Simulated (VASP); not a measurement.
# Ga (P6/mmm) in VASP: a series of runs

Ga is run at these levels: BLYP; tasks: single point.

All numbers are computed with VASP 6.6.1; they aren't measurements. Logs are shortened: lines on timing, memory, paths and dates and some standing lists are left out, and cuts for length are marked.

### 1 The cell of the first run

The structure is hexagonal, space group P6/mmm (No. 191). The conventional cell has a = 4.852 Å, b = 4.852 Å, c = 3.276 Å, α = 90.00°, β = 90.00°, γ = 120.00°. Ga (site symmetry 6/mmm) has 14 Ga at 3.25 to 3.28 Å within 4.3 Å. Ga (site symmetry -6m2) has 11 Ga at 2.80 to 3.28 Å within 3.7 Å.

This isn't the form of Ga at room conditions, which is orthorhombic.

### 2 Single point, BLYP

INCAR reads:

```
SYSTEM = Ga
PREC     = Accurate       ! precision mode
ENCUT    = 520            ! plane-wave cutoff, eV
EDIFF    = 1E-6           ! SCF threshold, eV
ISMEAR   = -1             ! smearing method
SIGMA    = 0.1            ! smearing width, eV
LREAL    = .False.        ! projectors in reciprocal space
LASPH    = .True.         ! aspherical terms in the spheres
NELM     = 60             ! most SCF steps
ALGO     = Normal         ! electronic algorithm
ISIF     = 2              ! what is computed and relaxed
LWAVE    = .False.        ! write WAVECAR
LCHARG   = .False.        ! write CHGCAR
GGA      = B5             ! functional
ALDAX    = 1.0          
AGGAX    = 1.0          
AGGAC    = 1.0          
ALDAC    = 0.0          
NBANDS   = 26             ! bands
```

KPOINTS reads:

```
regular mesh
0
Gamma
  8 8 11
  0 0 0
```

POSCAR reads:

```
Ga
1.0
    4.8524796999      0.0000000000      0.0000000000
   -2.4262398500      4.2023706914      0.0000000000
    0.0000000000      0.0000000000      3.2757389348
Ga
3
Direct
    1.0000000000      1.0000000000      0.0000000000
    0.3333333333      0.6666666667      0.5000000000
    0.6666666667      0.3333333333      0.5000000000
```

Potentials or basis: VASP PAW PBE potentials, release 64 (Ga_d).

Run with:

```console
cat potpaw_PBE.64/Ga_d/POTCAR > POTCAR
mpirun -np 1 vasp_std > vasp.out
```

OUTCAR:

```text
SYSTEM = Ga
   PREC = Accurate
   ENCUT = 520
   EDIFF = 1E-6
   ISMEAR = -1
   LREAL = .False.
   LASPH = .True.
   NELM = 60
   ISIF = 2
   GGA = B5

 ion  position               nearest neighbor table
   1  0.000  0.000  0.000-
   2  0.333  0.667  0.500-   3 2.80   3 2.80   3 2.80
   3  0.667  0.333  0.500-   2 2.80   2 2.80   2 2.80

  LATTYP: Found a hexagonal cell.
 ALAT       =     4.8524796999
 C/A-ratio  =     0.6750649436

  Lattice vectors:

 A1 = (   4.8524796999,   0.0000000000,   0.0000000000)
 A2 = (  -2.4262398500,   4.2023706914,   0.0000000000)
 A3 = (   0.0000000000,   0.0000000000,   3.2757389348)

Analysis of symmetry for initial positions (statically):
=====================================================================
 Subroutine PRICEL returns:
 Original cell was already a primitive cell.

 Routine SETGRP: Setting up the symmetry group for a
 hexagonal supercell.

 Subroutine GETGRP returns: Found 24 space group operations
 (whereof 24 operations were pure point group operations)
 out of a pool of 24 trial point group operations.

The static configuration has the point symmetry D_6h.

Analysis of symmetry for dynamics (positions and initial velocities):
=====================================================================
 Subroutine PRICEL returns:
 Original cell was already a primitive cell.

 Routine SETGRP: Setting up the symmetry group for a
 hexagonal supercell.

 Subroutine GETGRP returns: Found 24 space group operations
 (whereof 24 operations were pure point group operations)
 out of a pool of 24 trial point group operations.

The dynamic configuration has the point symmetry D_6h.

 Subroutine INISYM returns: Found 24 space group operations
 (whereof 24 operations are pure point group operations),
 and found     1 'primitive' translations

----------------------------------------------------------------------------------------

                                     Primitive cell

  volume of cell :      66.7986

  direct lattice vectors                    reciprocal lattice vectors
     4.852479700  0.000000000  0.000000000     0.206080203  0.118980460  0.000000000
[... 80 lines left out ...]
   ISTART =      0    job   : 0-new  1-cont  2-samecut
   ICHARG =      2    charge: 1-file 2-atom 10-const
   ISPIN  =      1    spin polarized calculation?
   LNONCOLLINEAR =      F non collinear calculations
   LSORBIT =      F    spin-orbit coupling
   LASPH  =      T    aspherical Exc in radial PAW
   ENCUT  =  520.0 eV  38.22 Ry    6.18 a.u.   9.02  9.02  6.09*2*pi/ulx,y,z
   NELM   =     60;   NELMIN=  2; NELMDL= -5     # of ELM steps
   EDIFF  = 0.1E-05   stopping-criterion for ELM
   LREAL  =      F    real-space projection
   EDIFFG = 0.1E-04   stopping-criterion for IOM
   NSW    =      0    number of steps for IOM
   IBRION =     -1    ionic relax: 0-MD 1-quasi-New 2-CG
   NFREE  =      0    steps in history (QN), initial steepest desc. (CG)
   ISIF   =      2    stress and relaxation
   ISYM   =      2    0-nonsym 1-usesym 2-fastsym
   POTIM  = 0.5000    time-step for ionic-motion
   TEBEG  =    0.0;   TEEND  =   0.0 temperature during run
   PSTRESS=    0.0 pullay stress
   NELECT =      39.0000    total number of electrons
   NUPDOWN=      -1.0000    fix difference up-down
   EMIN   =  10.00;   EMAX   =-10.00  energy-range for DOS
   EFERMI =   0.00;   METHOD = LEGACY
   ISMEAR =    -1;   SIGMA  =   0.10  broadening in eV -4-tet -1-fermi 0-gaus
   EFERMI_NEDOS =   21; number of points for ismear=-14 and -15
   IALGO  =     38    algorithm
   IMIX   =      4    mixing-type and parameters
     AMIX     =   0.40;   BMIX     =  1.00
     AMIX_MAG =   1.60;   BMIX_MAG =  1.00
  volume/ion in A,a.u.               =      22.27       150.26
  Fermi-wavevector in a.u.,A,eV,Ry     =   1.368277  2.585668 25.472568  1.872181
  Thomas-Fermi vector in A             =   2.494255
   LORBIT       =      0    0 simple, 1 ext, 2 COOP (PROOUT), +10 PAW based schemes
   GGA     = B5    functional components
   LHFCALC =     F    Hartree Fock is set to
   AEXX    =    0.0000 exact exchange contribution
   IVDW    =     0    specifies the selected vdW correction
   LEPSILON=     F    determine dielectric tensor
   LRPA    =     F    only Hartree local field effects (RPA)
 non-spin polarized calculation
  energy-cutoff  :      520.00
  volume of cell :       66.80
 maximum number of plane-waves:      1811
   NGX = 19   NGY = 19   NGZ = 13

 number of electron      39.0000008 magnetization

 Free energy of the ion-electron system (eV)
  ---------------------------------------------------
  ext. energy  EPLUGINS =         0.00000000
  ---------------------------------------------------
  free energy    TOTEN  =        -6.34688167 eV

  energy without entropy =       -6.29230917  energy(sigma->0) =       -6.31959542

 E-fermi :   4.6217     XC(G=0):  -9.6404

 val. band max:        4.6196657467   @ k =   0.0000   0.0000   0.3636
 cond. band min:       4.6282129546   @ k =   0.1250  -0.0000   0.4545
 fundamental gap:      0.0085472079
 Fermi energy:         4.6216722801

 k-point     1 :       0.0000    0.0000    0.0000
  band No.  band energies     occupation
      1     -10.4492      2.00000
      2     -10.3328      2.00000
      3     -10.3328      2.00000
      4     -10.3146      2.00000
      5     -10.3105      2.00000
      6     -10.3105      2.00000
[... 685 lines left out ...]
     25      11.2769      0.00000
     26      11.6045      0.00000

 [... further k-points ...]

------------------------ aborting loop because EDIFF is reached ----------------------------------------

  FORCE on cell =-STRESS in cart. coord.  units (eV):
  Direction    XX          YY          ZZ          XY          YZ          ZX
  --------------------------------------------------------------------------------------
  -------------------------------------------------------------------------------------
  Total        0.0832060      0.0832060      0.0747511     -0.0000000      0.0000000      0.0000000
  in kB        1.9957121      1.9957121      1.7929204     -0.0000000      0.0000000      0.0000000
  external PRESSURE =       1.9281148 kB  Pullay stress =       0.0000000 kB

 VOLUME and BASIS-vectors are now :
 -----------------------------------------------------------------------------
  energy-cutoff  :      520.00
  volume of cell :       66.80
      direct lattice vectors                 reciprocal lattice vectors
     4.852479700  0.000000000  0.000000000     0.206080203  0.118980460  0.000000000
    -2.426239850  4.202370691  0.000000000     0.000000000  0.237960921  0.000000000
     0.000000000  0.000000000  3.275738935     0.000000000  0.000000000  0.305274633

 POSITION                                       TOTAL-FORCE (eV/Angst)
 -----------------------------------------------------------------------------------
      0.00000      0.00000      0.00000        -0.000000     -0.000000      0.000000
     -0.00000      2.80158      1.63787         0.000000     -0.000000      0.000000
      2.42624      1.40079      1.63787        -0.000000      0.000000      0.000000
 -----------------------------------------------------------------------------------
    total drift:                                0.000000      0.000000     -0.000000

  FREE ENERGIE OF THE ION-ELECTRON SYSTEM (eV)
  ---------------------------------------------------
  free  energy   TOTEN  =        -6.3468816748 eV

  energy  without entropy=       -6.2923091717  energy(sigma->0) =       -6.31959542
```

stdout:

```text
POSCAR found type information on POSCAR Ga
 POSCAR found :  1 types and       3 ions
 scaLAPACK will be used
 -----------------------------------------------------------------------------
|                                                                             |
|                                                                             |
|     You enforced a specific xc type in the INCAR file but a different       |
|     I HOPE YOU KNOW WHAT YOU ARE DOING!                                     |
|                                                                             |
 -----------------------------------------------------------------------------

 LDA part: xc-table for (Slater(with rela. corr.)+VWN5), standard interpolation
 POSCAR, INCAR and KPOINTS ok, starting setup
 FFT: planning ... GRIDC
 FFT: planning ... GRID_SOFT
 FFT: planning ... GRID
 WAVECAR not read
 entering main loop
```

It took 2 min on 1 thread of Intel Xeon 8259CL, shared host; peak memory 0.22 GiB.

Results:

```
Free energy            : -6.3469 eV
Pressure               : 0.2 GPa
Band gap on the k mesh : zero (an odd number of electrons rules out a gap without spin polarisation)
```

Levels at points of the mesh, in eV from the Fermi level:
| k point | band 17 | band 18 | band 19 | band 20 | band 21 | band 22 |
| --- | --- | --- | --- | --- | --- | --- |
| (0.00, 0.00, 0.00) | -2.97 | -2.50 | -0.66 | -0.66 | -0.39 | -0.39 |
| (0.50, 0.00, 0.00) | -7.80 | -4.13 | -2.81 | 3.94 | 4.25 | 5.35 |

Caveat: the PAW data sets were made with another functional, which shifts forces and pressure a little.

### 3 Single point, BLYP (19.59 Å³/atom)

This run uses another cell than the first one, of 19.59 Å³/atom.

INCAR reads:

```
  PREC = Accurate
  ENCUT = 520
  EDIFF = 1E-6
  ISMEAR = -1
  SIGMA = 0.1
  LREAL = F
  LASPH = T
  NELM = 100
  ALGO = Normal
  ISIF = 2
  LWAVE = F
  LCHARG = F
  GGA = B5
  ALDAX = 1.0
  AGGAX = 1.0
  AGGAC = 1.0
  ALDAC = 0.0
  NBANDS = 26
```

KPOINTS reads:

```
regular mesh
0
Gamma
  9 9 11
```

POSCAR reads:

```
Ga
1.0
    4.6500535180      0.0000000000      0.0000000000
   -2.3250267590      4.0270644755      0.0000000000
    0.0000000000      0.0000000000      3.1390881158
Ga
3
Direct
    1.0000000000      1.0000000000      0.0000000000
    0.3333333333      0.6666666667      0.5000000000
    0.6666666667      0.3333333333      0.5000000000
```

Potentials or basis: VASP PAW PBE potentials, release 64 (Ga_d).

Run with:

```console
cat potpaw_PBE.64/Ga_d/POTCAR > POTCAR
mpirun -np 1 vasp_std > vasp.out
```

Run time: 2.5 min. Hardware: 1 thread of Intel Xeon 8259CL, shared host; peak memory 0.23 GiB.

The run converged. Its results:

```yaml
Free_energy: -6.2285 eV
Pressure: 5.4 GPa
Band_gap_on_the_k_mesh: zero (an odd number of electrons rules out a gap without spin polarisation)
```

Stress tensor (GPa, compression positive):
```
6.00 0.00 0.00
0.00 6.00 0.00
0.00 0.00 4.15
```

Levels at points of the mesh, in eV from the Fermi level:
```
           k point  band 16  band 17  band 18  band 19  band 20  band 21  band 22  band 23
(0.00, 0.00, 0.00)   -10.82    -2.60    -2.15    -0.87    -0.87    -0.61    -0.61     3.62
```

Caveat: the cell stands under pressure; the PAW data sets were made with another functional, which shifts forces and pressure a little.
